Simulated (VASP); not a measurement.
# PtSe2 (P-3m1) in VASP: notebook

The runs below take PtSe2 through relaxation of cell and atoms, with PBEsol, PBE, PBE+D3(BJ).

All numbers are computed with VASP 6.6.1; they aren't measurements. Logs are shortened: lines on timing, memory, paths and dates and some standing lists are left out, and cuts for length are marked.

### Step 1. The cell of the first run

It takes space group P-3m1 (No. 164, trigonal). The conventional cell has a = 3.724 Å, b = 3.724 Å, c = 5.062 Å, α = 90.00°, β = 90.00°, γ = 120.00°. Pt (site symmetry -3m) has 6 Se at 2.49 Å within 3.3 Å. Se (site symmetry 3m) has 3 Pt at 2.49 Å and 6 Se at 3.32 Å within 3.4 Å.

### Step 2. Relaxation of cell and atoms, PBEsol

INCAR reads:

```
SYSTEM = PtSe2
PREC = Accurate
ENCUT = 600
EDIFF = 1E-6
ISMEAR = 1
SIGMA = 0.05
LREAL = .FALSE.
LASPH = .TRUE.
NELM = 60
ALGO = Normal
ISIF = 3
LWAVE = .FALSE.
LCHARG = .FALSE.
GGA = PS
IBRION = 2
NSW = 80
EDIFFG = -0.03
```

KPOINTS reads:

```
Automatic mesh
0
G
  9 9 6
  0 0 0
```

POSCAR reads:

```
PtSe2
1.0
    3.7240000000      0.0000000000      0.0000000000
   -1.8620000000      3.2250786000      0.0000000000
    0.0000000000      0.0000000000      5.0620000000
Pt Se
1 2
Direct
    0.0000000000      0.0000000000      0.0000000000
    0.3333333333      0.6666666667      0.2500000000
    0.6666666667      0.3333333333      0.7500000000
```

Potentials or basis: VASP PAW PBE potentials, release 64 (Pt, Se).

Started as:

```sh
> cat potpaw_PBE.64/Pt/POTCAR potpaw_PBE.64/Se/POTCAR > POTCAR
> mpirun -np 1 vasp_std > vasp.out
```

OUTCAR:

```text
SYSTEM = PtSe2
   PREC = Accurate
   ENCUT = 600
   EDIFF = 1E-6
   ISMEAR = 1
   LREAL = .FALSE.
   LASPH = .TRUE.
   NELM = 60
   ISIF = 3
   GGA = PS
   IBRION = 2
   NSW = 80
   EDIFFG = -0.03

 ion  position               nearest neighbor table
   1  0.000  0.000  0.000-   2 2.49   3 2.49   3 2.49   2 2.49   3 2.49   2 2.49
   2  0.333  0.667  0.250-   1 2.49   1 2.49   1 2.49
   3  0.667  0.333  0.750-   1 2.49   1 2.49   1 2.49

  LATTYP: Found a hexagonal cell.
 ALAT       =     3.7240000000
 C/A-ratio  =     1.3592910849

  Lattice vectors:

 A1 = (   3.7240000000,   0.0000000000,   0.0000000000)
 A2 = (  -1.8620000000,   3.2250786000,   0.0000000000)
 A3 = (   0.0000000000,   0.0000000000,   5.0620000000)

Analysis of symmetry for initial positions (statically):
=====================================================================
 Subroutine PRICEL returns:
 Original cell was already a primitive cell.

 Routine SETGRP: Setting up the symmetry group for a
 hexagonal supercell.

 Subroutine GETGRP returns: Found 12 space group operations
 (whereof 12 operations were pure point group operations)
 out of a pool of 24 trial point group operations.

The static configuration has the point symmetry D_3d.

Analysis of symmetry for dynamics (positions and initial velocities):
=====================================================================
 Subroutine PRICEL returns:
 Original cell was already a primitive cell.

 Routine SETGRP: Setting up the symmetry group for a
 hexagonal supercell.

 Subroutine GETGRP returns: Found 12 space group operations
 (whereof 12 operations were pure point group operations)
 out of a pool of 24 trial point group operations.

The dynamic configuration has the point symmetry D_3d.

 Subroutine INISYM returns: Found 12 space group operations
 (whereof 12 operations are pure point group operations),
 and found     1 'primitive' translations

----------------------------------------------------------------------------------------

                                     Primitive cell

  volume of cell :      60.7956

  direct lattice vectors                    reciprocal lattice vectors
     3.724000000  0.000000000  0.000000000     0.268528464  0.155034981  0.000000000
    -1.862000000  3.225078600  0.000000000     0.000000000  0.310069962  0.000000000
     0.000000000  0.000000000  5.062000000     0.000000000  0.000000000  0.197550375

  length of vectors
     3.724000000  3.723999997  5.062000000     0.310069962  0.310069962  0.197550375

  position of ions in fractional coordinates (direct lattice)
     0.000000000  0.000000000  0.000000000
     0.333333333  0.666666667  0.250000000
     0.666666667  0.333333333  0.750000000

  ion indices of the primitive-cell ions
   primitive index   ion index
                 1           1
                 2           2
                 3           3

----------------------------------------------------------------------------------------

 KPOINTS: Automatic mesh

Automatic generation of k-mesh.
 Grid dimensions read from file:
 generate k-points for:    9    9    6

 Generating k-lattice:

  Cartesian coordinates                     Fractional coordinates (reciprocal lattice)
     0.029836496  0.017226109  0.000000000     0.111111111  0.000000000  0.000000000
     0.000000000  0.034452218  0.000000000     0.000000000  0.111111111  0.000000000
     0.000000000  0.000000000  0.032925063     0.000000000  0.000000000  0.166666667

  Length of vectors
     0.034452218  0.034452218  0.032925063

  Shift w.r.t. Gamma in fractional coordinates (k-lattice)
     0.000000000  0.000000000  0.000000000

 Subroutine IBZKPT returns following result:
 ===========================================

 Found     62 irreducible k-points:

 Following reciprocal coordinates:
            Coordinates               Weight
  0.000000  0.000000  0.000000      1.000000
  0.111111  0.000000  0.000000      6.000000
  0.222222  0.000000  0.000000      6.000000
  0.333333 -0.000000  0.000000      6.000000
  0.444444  0.000000  0.000000      6.000000
  0.111111  0.111111  0.000000      6.000000
[... 16 lines left out ...]
  0.222222  0.111111  0.166667     12.000000
 -0.111111  0.333333  0.166667     12.000000
 [... further k-points ...]
   k-points           NKPTS =     62   k-points in BZ     NKDIM =     62   number of bands    NBANDS=     15
   number of dos      NEDOS =    301   number of ions     NIONS =      3
   total plane-waves  NPLWV =  36000
   dimension x,y,z NGX =    30 NGY =   30 NGZ =   40
   dimension x,y,z NGXF=    60 NGYF=   60 NGZF=   80
   ions per type =               1   2
   NGX,Y,Z   is equivalent  to a cutoff of  13.39, 13.39, 13.14 a.u.
   NGXF,Y,Z  is equivalent  to a cutoff of  26.79, 26.79, 26.27 a.u.
 SYSTEM =  PtSe2
   PREC   = accura    normal or accurate (medium, high low for compatibility)
   ISTART =      0    job   : 0-new  1-cont  2-samecut
   ICHARG =      2    charge: 1-file 2-atom 10-const
   ISPIN  =      1    spin polarized calculation?
   LNONCOLLINEAR =      F non collinear calculations
   LSORBIT =      F    spin-orbit coupling
   LASPH  =      T    aspherical Exc in radial PAW
   ENCUT  =  600.0 eV  44.10 Ry    6.64 a.u.   7.44  7.44 10.11*2*pi/ulx,y,z
   NELM   =     60;   NELMIN=  2; NELMDL= -5     # of ELM steps
   EDIFF  = 0.1E-05   stopping-criterion for ELM
   LREAL  =      F    real-space projection
   EDIFFG = -.3E-01   stopping-criterion for IOM
   NSW    =     80    number of steps for IOM
   IBRION =      2    ionic relax: 0-MD 1-quasi-New 2-CG
   NFREE  =      1    steps in history (QN), initial steepest desc. (CG)
   ISIF   =      3    stress and relaxation
   ISYM   =      2    0-nonsym 1-usesym 2-fastsym
   POTIM  = 0.5000    time-step for ionic-motion
   TEBEG  =    0.0;   TEEND  =   0.0 temperature during run
   PSTRESS=    0.0 pullay stress
   NELECT =      22.0000    total number of electrons
   NUPDOWN=      -1.0000    fix difference up-down
   EMIN   =  10.00;   EMAX   =-10.00  energy-range for DOS
   EFERMI =   0.00;   METHOD = LEGACY
   ISMEAR =     1;   SIGMA  =   0.05  broadening in eV -4-tet -1-fermi 0-gaus
   EFERMI_NEDOS =   21; number of points for ismear=-14 and -15
   IALGO  =     38    algorithm
   IMIX   =      4    mixing-type and parameters
     AMIX     =   0.40;   BMIX     =  1.00
     AMIX_MAG =   1.60;   BMIX_MAG =  1.00
  volume/ion in A,a.u.               =      20.27       136.76
  Fermi-wavevector in a.u.,A,eV,Ry     =   1.166608  2.204570 18.517184  1.360975
  Thomas-Fermi vector in A             =   2.303119
   LORBIT       =      0    0 simple, 1 ext, 2 COOP (PROOUT), +10 PAW based schemes
   GGA     = PS    functional components
   LHFCALC =     F    Hartree Fock is set to
   AEXX    =    0.0000 exact exchange contribution
   IVDW    =     0    specifies the selected vdW correction
   LEPSILON=     F    determine dielectric tensor
   LRPA    =     F    only Hartree local field effects (RPA)
 conjugate gradient relaxation of ions
 non-spin polarized calculation
 Methfessel and Paxton  Order N= 1 SIGMA  =   0.05
  energy-cutoff  :      600.00
  volume of cell :       60.80
 maximum number of plane-waves:      2053
 NGX is ok and might be reduce to    30
   NGX = 15   NGY = 15   NGZ = 21

--------------------------------------- Ionic step        1  -------------------------------------------

 number of electron      22.0000000 magnetization

 Free energy of the ion-electron system (eV)
  ---------------------------------------------------
  ext. energy  EPLUGINS =         0.00000000
  ---------------------------------------------------
  free energy    TOTEN  =       -15.88527826 eV

  energy without entropy =      -15.88560434  energy(sigma->0) =      -15.88538695

------------------------ aborting loop because EDIFF is reached ----------------------------------------

  FORCE on cell =-STRESS in cart. coord.  units (eV):
  Direction    XX          YY          ZZ          XY          YZ          ZX
  --------------------------------------------------------------------------------------
  -------------------------------------------------------------------------------------
  Total        1.0444231      1.0444231      0.4784495      0.0000000      0.0000000      0.0000000
  in kB       27.5242146     27.5242146     12.6088249      0.0000000      0.0000000      0.0000000
  external PRESSURE =      22.5524181 kB  Pullay stress =       0.0000000 kB
[... 244 lines left out ...]
  energy  without entropy=      -15.9047103675  energy(sigma->0) =      -15.90471467

--------------------------------------- Ionic step        8  -------------------------------------------

 number of electron      22.0000002 magnetization

 Free energy of the ion-electron system (eV)
  ---------------------------------------------------
  ext. energy  EPLUGINS =         0.00000000
  ---------------------------------------------------
  free energy    TOTEN  =       -15.90489611 eV

  energy without entropy =      -15.90481244  energy(sigma->0) =      -15.90486822

 E-fermi :   6.6005     XC(G=0): -10.9660

 val. band max:        6.5775554802   @ k =   0.0000   0.0000   0.1667
 cond. band min:       6.6182872119   @ k =   0.0000   0.3333   0.3333
 fundamental gap:      0.0407317317
 Fermi energy:         6.6004638929

 k-point     1 :       0.0000    0.0000    0.0000
  band No.  band energies     occupation
      1      -9.1418      2.00000
      2      -6.0619      2.00000
      3      -0.6116      2.00000
      4       0.2292      2.00000
      5       0.2292      2.00000
      6       2.7095      2.00000
      7       2.7095      2.00000
      8       4.0910      2.00000
      9       5.5631      2.00000
     10       5.5631      2.00000
     11       7.3277     -0.00000
     12       7.7726      0.00000
     13       7.7726      0.00000
     14       9.8508      0.00000
     15      10.6474      0.00000
[... 397 lines left out ...]
 k-point    24 :      -0.1111    0.3333    0.1667
  band No.  band energies     occupation
      1      -8.1948      2.00000
      2      -6.5960      2.00000
      3      -0.0870      2.00000
      4       0.5554      2.00000
      5       0.9122      2.00000
      6       1.5210      2.00000
      7       2.2942      2.00000
      8       3.1814      2.00000
      9       4.2540      2.00000
     10       4.6230      2.00000
     11       6.1210      2.00000
     12       6.8928     -0.00000
     13       7.9934      0.00000
     14      11.1752      0.00000
     15      12.7865      0.00000

 [... further k-points ...]
[... 5 lines left out ...]
  --------------------------------------------------------------------------------------
  -------------------------------------------------------------------------------------
  Total        0.0829975      0.0829975      0.0762863      0.0000000      0.0000000     -0.0000000
  in kB        2.2357897      2.2357897      2.0550055      0.0000000      0.0000000     -0.0000000
  external PRESSURE =       2.1755283 kB  Pullay stress =       0.0000000 kB
[... 18 lines left out ...]
  FREE ENERGIE OF THE ION-ELECTRON SYSTEM (eV)
  ---------------------------------------------------
  free  energy   TOTEN  =       -15.9048961148 eV

  energy  without entropy=      -15.9048124443  energy(sigma->0) =      -15.90486822

 reached required accuracy - stopping structural energy minimisation
```

Wall time 7.8 min (1 thread of Intel Xeon 8259CL, shared host); peak memory 0.25 GiB.

What came out:

```
Free energy                           : -15.9049 eV
Relaxed volume                        : 19.83 Å³/atom
Relaxed cell                          : a = 3.757 Å, b = 3.757 Å, c = 4.865 Å, α = 90.00°, β = 90.00°, γ = 120.00°
Space group after relaxing (to 0.1 Å) : P-3m1 (No. 164)
Energy gained by relaxing             : 6.5 meV/atom
Ionic steps                           : 8
Pressure after relaxing               : 0.2 GPa
Largest force after relaxing          : 0.018 eV/Å
Band gap on the k mesh                : zero (bands 11 and 12 overlap by 0.78 eV)
```

Forces in eV/Å, atoms in the order of the input:
```
Pt   0.000  0.000  0.000
Se   0.000  0.000  0.018
Se   0.000  0.000 -0.018
```

Step by step:
```csv
step,energy change (eV),largest force (eV/Å),pressure (GPa),volume (Å³)
1,0.0000,0.3401,2.26,60.80
2,0.0157,0.3033,-4.06,63.34
3,-0.0091,0.0845,-0.29,61.73
4,-0.0091,0.0895,-0.24,61.71
5,-0.0106,0.0838,-0.23,61.53
6,-0.0148,0.0685,-0.15,60.96
7,-0.0194,0.0317,0.10,59.84
8,-0.0196,0.0178,0.22,59.48
```

Final structure:
```xyz
3
Lattice="3.7573 0.0000 0.0000 -1.8786 3.2539 0.0000 0.0000 0.0000 4.8648" Properties=species:S:1:pos:R:3 pbc="T T T"
Pt    0.0000    0.0000    4.8648
Se    0.0000    2.1693    1.2700
Se    1.8786    1.0846    3.5949
```

Caveat: the PAW data sets were made with another functional, which shifts forces and pressure a little; spin-orbit coupling is left out, which moves the levels of the heavy elements.

(Part 1 of 2 ends here.)

The gap in the log of VASP goes by the Fermi energy; the results here count the filled bands.